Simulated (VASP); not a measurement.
The system is CoO.

```
CELL_PARAMETERS angstrom
1.50547 0.86918 2.43993
-1.50547 0.86918 2.43993
0.00000 -1.73837 2.43993
ATOMIC_POSITIONS crystal
Co 0.00000 0.00000 0.00000
O 0.50000 0.50000 0.50000
```

Base run:

```yaml
Program: VASP 6.6.1
Functional: PBEsol
Potentials_or_basis: VASP PAW PBE potentials, release 64 (Co, O)
Cutoff: 520 eV
k_mesh: 11 × 11 × 11
Occupations: fermi-dirac, width 0.05 eV
Spin: no spin polarisation
```

Its results: band gap on the k mesh zero (an odd number of electrons rules out a gap without spin polarisation); pressure -27.1 GPa.

Problem. The run is repeated on the same cell with these changes: functional from PBEsol to PBE. What comes out?

Solution. Band gap on the k mesh zero (an odd number of electrons rules out a gap without spin polarisation); pressure -18.2 GPa.

PBE binds less tightly than PBEsol, so the same cell stands under more pressure.

Caveats: the cell stands under tension; an odd number of electrons without spin polarisation forces a metal; a magnetic or distorted state may lie lower; the run has no spin polarisation, though such a crystal can be magnetic; semilocal functionals often make such compounds metallic where correlation or magnetic order opens a gap, which also shifts bond lengths; the PAW data sets were made with another functional, which shifts forces and pressure a little (at least some runs).
